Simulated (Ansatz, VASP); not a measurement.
Two plane-wave programs on Na

```
Na
1.0
     6.46148    0.00000    0.00000
     0.00000    6.46148    0.00000
     0.00000    0.00000    7.30428
Na
1
Direct
  0.00000 0.00000 0.00000
```

Change from the starting cell: strain -0.080 along x and y, +0.040 along z, atoms carried along.

Alike in both runs: task single point; functional PBEsol; k mesh 8 × 8 × 8; occupations gaussian, width 0.15 eV; no spin polarisation.

|  | VASP | Ansatz |
| --- | --- | --- |
| version | VASP 6.6.1 | Ansatz 0.2.0 |
| potentials or method | VASP PAW PBE potentials, release 64 (Na_pv), cutoff 520 eV | scalar-relativistic, plane waves, PAW |
| valence electrons in the cell | 7 | 9 |

```tsv
	VASP	Ansatz	Ansatz less VASP
gap on the k mesh at the Fermi level (eV)	none	none	-
pressure (GPa)	-0.2	-0.2	0.00
traceless stress, the component that is largest in VASP (GPa)	0.11	0.11	0.000
```

VASP's potentials were made for PBE, not for PBEsol. A gap of «none» marks a metal or a gap that the smearing closes. With one functional, cell and mesh, what is left measures potentials, basis and numerics. VASP's potentials hold 7 valence electrons a cell and Ansatz's 9, so a difference there can come from the potentials and not from the codes.
